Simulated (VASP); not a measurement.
## Al4N5: single point with PBE

The system is Al4N5, a slab with vacuum.

```xyz
9
Lattice="3.1298 0.0000 0.0000 0.0000 5.0173 0.0000 0.0000 0.0000 19.0620" Properties=species:S:1:pos:R:3 pbc="T T T"
Al    0.0000    5.0086    4.0000
Al    1.5649    2.5000    4.9035
Al    1.5649    4.9748    6.8185
Al    0.0000    2.3202    7.3734
N     0.0000    3.0943    4.0000
N     1.5649    0.5857    4.9035
N     1.5649    3.0825    6.7939
N     0.0000    0.5581    7.5620
N     1.0433    3.0667    9.2641
```

```
Program                : VASP 6.6.1
Task                   : single point
Functional             : PBE
Potentials or basis    : VASP PAW PBE potentials, release 64 (Al, N)
Cutoff                 : 520 eV
k mesh                 : 9 × 6 × 1
Occupations            : gaussian, width 0.05 eV
Spin                   : collinear spin
Starting moments       : [0.0, 0.0, 0.0, 0.0, 0.0, 0.0, 0.0, 0.0, 3.0] μB
Dipole correction      : yes
Further INCAR settings : ALGO = Normal; EDIFF = 1e-06; NBANDS = 32; NELMDL = -8
```

```
Largest force                                         : 2.790 eV/Å
Band gap on the k mesh                                : 0.10 eV (least direct gap 0.14 eV)
Net moment                                            : 3.00 μB per cell
Site moments                                          : Al +0.00, +0.01, -0.01 (each value once); N +0.04, +0.01, +0.11, +0.14, +1.71 μB
Valence electrons inside the program's atomic spheres : Al 0.75, 0.79, 0.81, 0.84; N 3.72, 3.80, 3.86, 3.81, 3.32
```

Forces in eV/Å, atoms in the order of the input:
```
Al  -0.001 -1.609  2.279
Al  -0.001  0.827 -1.674
Al  -0.006 -0.328  0.309
Al   0.179  0.763  1.697
N    0.003  0.748  0.655
N    0.001  0.122 -1.175
N    0.224 -0.034 -1.482
N   -0.048 -0.267 -0.623
N   -0.351 -0.221  0.013
```

Levels at points of the mesh, in eV from the valence-band top:
Spin up:
```csv
k point,band 17,band 18,band 19,band 20,band 21,band 22,band 23,band 24
"(0.00, 0.00, 0.00)",-0.80,-0.66,-0.14,-0.11,1.59,4.64,4.96,5.73
"(0.00, 0.50, 0.00)",-0.95,-0.43,-0.38,-0.32,1.83,5.22,5.53,5.98
```
Spin down:
```tsv
k point	band 13	band 14	band 15	band 16	band 17	band 18	band 19	band 20	band 21	band 22
(0.00, 0.00, 0.00)	-0.81	-0.70	-0.57	-0.09	-0.07	0.88	1.59	1.91	2.67	4.74
(0.00, 0.50, 0.00)	-1.78	-0.86	-0.73	-0.48	-0.33	1.16	1.68	2.05	2.67	5.29
```

Run time: 8.4 min on 1 thread of Intel(R) Xeon(R) 6975P-C (Granite Rapids) (shared host), peak memory 0.69 GiB.

Caveat: semilocal functionals underestimate gaps, and a narrow one can read as zero.
